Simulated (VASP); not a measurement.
Hf5O9 (a cell with a defect): single point with PBE

System: Hf5O9 (a cell with a defect).

```
Hf O
1.0
    -5.09814    0.00000    0.00000
    -2.54907    5.09814   -2.54907
    -2.54907   -2.54907   -5.09814
Hf O
5 9
Direct
  0.80000 0.80000 0.60000
  0.60000 0.60000 0.20000
  0.40000 0.40000 0.80000
  0.20000 0.20000 0.40000
  0.00000 0.00000 0.00000
  0.05000 0.30000 0.10000
  0.85000 0.10000 0.70000
  0.65000 0.90000 0.30000
  0.45000 0.70000 0.90000
  0.95000 0.70000 0.90000
  0.75000 0.50000 0.50000
  0.55000 0.30000 0.10000
  0.33333 0.16668 0.66666
  0.15000 0.90000 0.30000
```

```
Program                : VASP 6.6.1
Task                   : single point
Functional             : PBE
Potentials or basis    : VASP PAW PBE potentials, release 64 (Hf_pv, O)
Cutoff                 : 520 eV
k mesh                 : 4 × 4 × 4
Occupations            : gaussian, width 0.05 eV
Spin                   : no spin polarisation
Dipole correction      : no
Charge                 : 2
Further INCAR settings : ALGO = Normal; EDIFF = 1e-06; NBANDS = 65; NELECT = 102.0
```

```json
{
 "Largest force": "4.525 eV/Å"
}
```

Forces on the atoms (eV/Å):
```
Hf   1.676  2.475 -2.069
Hf  -2.359  2.186  2.784
Hf  -2.657 -1.879 -3.144
Hf   2.797 -1.513  3.176
Hf   0.533  0.091 -0.722
O    0.143 -0.175  0.310
O    0.090 -0.640 -0.022
O   -0.187 -0.264  0.053
O   -0.258  1.659 -0.056
O    0.457 -0.167  1.751
O   -0.099  0.331 -0.096
O    0.279  0.503 -1.800
O   -0.195 -0.427  0.200
O   -0.221 -2.178 -0.364
```

Levels at points of the mesh, in eV from the Fermi level:
| k point | band 49 | band 50 | band 51 | band 52 | band 53 | band 54 |
| --- | --- | --- | --- | --- | --- | --- |
| (0.00, 0.00, 0.00) | -0.72 | -0.65 | -0.55 | 0.71 | 3.59 | 3.70 |
| (0.50, 0.00, 0.00) | -1.09 | -1.03 | -0.83 | 1.92 | 3.39 | 3.99 |
| (0.50, 0.50, 0.00) | -1.16 | -0.94 | -0.84 | 1.72 | 3.60 | 3.83 |
| (0.50, 0.50, 0.50) | -1.10 | -1.06 | -0.85 | 1.59 | 3.50 | 3.91 |
| (0.50, 0.00, 0.50) | -1.15 | -0.94 | -0.87 | 1.73 | 3.43 | 3.94 |
| (0.00, 0.50, 0.00) | -0.69 | -0.46 | -0.39 | 1.13 | 3.43 | 3.54 |
| (0.00, 0.00, 0.50) | -0.60 | -0.51 | -0.41 | 1.04 | 3.45 | 3.56 |
| (0.00, 0.50, 0.50) | -0.85 | -0.74 | -0.23 | 1.73 | 3.38 | 3.67 |

Wall time 4.9 min on 1 thread of Intel(R) Xeon(R) Platinum 8488C (Sapphire Rapids) (shared host), peak memory 0.44 GiB.

Caveat: the cell carries a net charge on a neutralising background, which shifts energy and pressure; the cell is charged against a uniform background, so pressure and absolute levels hang on convention; spin-orbit coupling is left out, which moves the levels of the heavy elements.
